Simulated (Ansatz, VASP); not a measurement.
CuO in VASP and in Ansatz

```xyz
2
Lattice="0.0000 2.1047 2.1047 2.1047 0.0000 2.1047 2.1047 2.1047 0.0000" Properties=species:S:1:pos:R:3 pbc="T T T"
Cu    0.0000    0.0000    0.0000
O     2.1047    2.1047    2.1047
```

Change from the starting cell: volume scaled by 0.975, PAW files.

Alike in both runs: task electric field gradients; functional PBE; k mesh 16 × 16 × 16; occupations fermi-dirac, width 0.08 eV; no spin polarisation.

|  | VASP | Ansatz |
| --- | --- | --- |
| version | VASP 6.6.1 | Ansatz 0.2.0 |
| potentials or method | VASP PAW PBE potentials, release 64 (Cu, O) | PAW with Ansatz's default frozen-core files, scalar-relativistic |
| plane-wave cutoff (eV) | 520 | 420 |
| valence electrons in the cell | 17 | 25 |

```tsv
	VASP	Ansatz	Ansatz less VASP
pressure (GPa)	5.1	4.7	-0.32
```

VASP's potentials hold 17 valence electrons a cell and Ansatz's 25, so a difference there can come from the potentials and not from the codes.
